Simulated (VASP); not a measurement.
A run of VASP 6.6.1:

POSCAR

```
Tc
1.0
    0.0000000000      1.9157732174      1.9157732174
    1.9157732174      0.0000000000      1.9157732174
    1.9157732174      1.9157732174      0.0000000000
Tc
1
Direct
    0.0000000000      0.0000000000      0.0000000000
```

File INCAR.step1:

```
PREC = Accurate
ENCUT = 520
ISMEAR = -1
SIGMA = 0.05
LREAL = False
LASPH = True
NELM = 80
NBANDS = 12
GGA = PE
ALGO = Normal
EDIFF = 1E-4
LWAVE = True
LCHARG = False
```

File INCAR.step2:

```
PREC = Accurate
ENCUT = 520
EDIFF = 1E-6
ISMEAR = -1
SIGMA = 0.05
LREAL = False
LASPH = True
NELM = 80
ALGO = Normal
ISIF = 2
LWAVE = False
LCHARG = True
METAGGA = R2SCAN
LMIXTAU = True
LELF = True
LVHAR = True
NBANDS = 12
ISTART = 1
```

Contents of KPOINTS:

```
Automatic mesh
0
Gamma
  12 12 12
```

Potentials or basis: VASP PAW PBE potentials, release 64 (Tc_pv).

Launch:

```sh
$ cat potpaw_PBE.64/Tc_pv/POTCAR > POTCAR
$ cp INCAR.step1 INCAR
$ mpirun -np 1 vasp_std > vasp.out
$ cp INCAR.step2 INCAR
$ mpirun -np 1 vasp_std > vasp.out
```

Hardware: 1 thread of Intel(R) Xeon(R) Platinum 8488C (Sapphire Rapids), on a shared host.

Task: How long does it take, and how much memory?

Result: Run time: 24 s on 1 thread of Intel(R) Xeon(R) Platinum 8488C (Sapphire Rapids), on a shared host, peak memory 0.13 GiB. Counts: k points 72.
